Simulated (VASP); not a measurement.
FeB4, 10 atoms in the cell. It takes space group Pnnm (No. 58, orthorhombic). The conventional cell has a = 4.655 Å, b = 5.354 Å, c = 3.099 Å, α = 90.00°, β = 90.00°, γ = 90.00°. Within 2.7 Å of Fe (site symmetry 2/m) lie 12 B at 2.04 to 2.31 Å. B (site symmetry m) has 4 B at 1.73 to 1.94 Å and 3 Fe at 2.04 to 2.18 Å within 2.3 Å. Within 2.4 Å of B (site symmetry m) lie 5 B at 1.73 to 2.07 Å and 3 Fe at 2.12 to 2.31 Å. 

```yaml
Program: VASP 6.6.1
Task: single point
Functional: PBEsol
Potentials_or_basis: VASP PAW PBE potentials, release 64 (Fe, B)
Cutoff: 520 eV
k_mesh: 8 × 8 × 12
Occupations: gaussian, width 0.1 eV
Spin: no spin polarisation
Dipole_correction: no
Further_INCAR_settings: ALGO = Normal; EDIFF = 1e-06; NBANDS = 31
```

Potentials or basis: VASP PAW PBE potentials, release 64 (Fe, B).

The run is started by

```bash
$ cat potpaw_PBE.64/Fe/POTCAR potpaw_PBE.64/B/POTCAR > POTCAR
$ mpirun -np 1 vasp_std > vasp.out
```

Hardware: 1 thread of Intel Xeon 8259CL, on a shared host.

Q: Estimate the wall time of this run.

A: It took 11 min on 1 thread of Intel Xeon 8259CL, on a shared host, peak memory 0.43 GiB. Counts: scf iterations 16, k points 175.
